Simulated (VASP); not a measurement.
SrTiO3: single point with PBEsol

The system is SrTiO3, a slab with vacuum.

```
Sr O Ti
1.0
     5.50434    0.00000    0.00000
     0.03444    5.50423    0.00000
     0.00000    0.00000   24.89114
Sr O Ti
6 18 6
Cartesian
  2.7522 0.0000 7.5000
  0.0172 2.7521 7.5000
  0.0172 2.7521 11.3800
  2.7522 0.0000 11.3800
  2.7522 0.0000 15.2599
  0.0172 2.7521 15.2599
  0.1693 5.3686 7.5000
  2.6346 2.8878 7.5000
  4.1369 1.3761 9.2487
  1.3847 1.3761 9.4400
  4.1541 4.1282 9.4400
  1.4019 4.1282 9.6312
  2.9042 2.6165 11.3800
  5.3695 0.1357 11.3800
  1.4019 4.1282 13.1287
  4.1541 4.1282 13.3199
  1.3847 1.3761 13.3199
  4.1369 1.3761 13.5112
  0.1693 5.3686 15.2599
  2.6346 2.8878 15.2599
  4.1369 1.3761 17.0086
  1.3847 1.3761 17.1999
  4.1541 4.1282 17.1999
  1.4019 4.1282 17.3911
  2.7694 2.7521 9.4400
  0.0000 0.0000 9.4400
  0.0000 0.0000 13.3199
  2.7694 2.7521 13.3199
  2.7694 2.7521 17.1999
  0.0000 0.0000 17.1999
```

| Quantity | Value |
| --- | --- |
| Program | VASP 6.6.1 |
| Task | single point |
| Functional | PBEsol |
| Potentials or basis | VASP PAW PBE potentials, release 64 (Sr_sv, O, Ti_sv) |
| Cutoff | 520 eV |
| k mesh | 5 × 5 × 1 |
| Occupations | gaussian, width 0.05 eV |
| Spin | no spin polarisation |
| Dipole correction | yes |
| Further INCAR settings | LREAL = Auto; ALGO = Normal; EDIFF = 1e-06; NBANDS = 141 |

```yaml
Largest_force: 2.134 eV/Å
Band_gap_on_the_k_mesh: 0.93 eV
```

Forces on the atoms (eV/Å):
```
Sr  -0.191 -0.190  1.365
Sr   0.191  0.190  1.365
Sr   0.001  0.001  0.116
Sr  -0.001 -0.001  0.116
Sr  -0.011 -0.011  0.732
Sr   0.011  0.011  0.732
O   -0.067  0.068 -0.737
O    0.067 -0.068 -0.737
O    0.000  0.000 -0.140
O    0.000  0.000 -0.073
O    0.000  0.000 -0.073
O    0.000  0.000 -0.036
O    0.009 -0.009  0.182
O   -0.009  0.009  0.182
O    0.000  0.000 -0.039
O    0.000  0.000 -0.055
O    0.000  0.000 -0.055
O    0.000  0.000 -0.090
O   -0.082  0.082  0.830
O    0.082 -0.082  0.830
O    0.000  0.000  0.480
O    0.000  0.000  0.263
O    0.000  0.000  0.263
O    0.000  0.000  0.148
Ti  -0.117  0.118 -0.770
Ti   0.117 -0.118 -0.770
Ti  -0.038  0.038 -0.057
Ti   0.038 -0.038 -0.057
Ti  -0.598  0.602 -1.958
Ti   0.598 -0.602 -1.958
```

Levels at points of the mesh, in eV from the valence-band top:
```csv
k point,band 117,band 118,band 119,band 120,band 121,band 122,band 123,band 124
"(0.00, 0.00, 0.00)",-1.01,-0.79,-0.76,0.00,0.93,1.01,1.03,1.18
```

Wall time 22 min on 4 MPI ranks on Oxide Virtual Turin-like Processor, with other jobs on the host, peak memory 1.1 GiB a rank.

Caveat: the PAW data sets were made with another functional, which shifts forces and pressure a little.
